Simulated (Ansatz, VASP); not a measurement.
**One calculation of SiO2, two programs**

```
Si O
1.0
     4.29940    0.00000    0.00000
     0.00000    4.29940    0.00000
     0.00000    0.00000    2.44770
Si O
2 4
Direct
  0.50000 0.50000 0.50000
  0.00000 0.00000 0.00000
  0.69301 0.69301 0.00000
  0.19301 0.80699 0.50000
  0.30699 0.30699 0.00000
  0.80699 0.19301 0.50000
```

Alike in both runs: task single point; functional PBE; k mesh 6 × 6 × 8; occupations gaussian, width 0.05 eV; no spin polarisation.

```csv
,VASP,Ansatz
version,VASP 6.6.1,Ansatz 0.2.0
potentials or method,"VASP PAW PBE potentials, release 64 (Si, O), cutoff 520 eV","scalar-relativistic, plane waves, PAW"
valence electrons in the cell,32,32
```

|  | VASP | Ansatz | Ansatz less VASP |
| --- | --- | --- | --- |
| gap on the k mesh at the Fermi level (eV) | 6.37 | 6.40 | +0.026 |
| least direct gap on the mesh (eV) | 6.37 | 6.40 | +0.026 |
| rms of the force components (eV/Å) | 0.009 | 0.037 | +0.0276 |

Atom by atom the forces differ by 0.028 eV/Å (rms over components). The functional is the same, so the differences come from potentials, cutoffs and numerics.
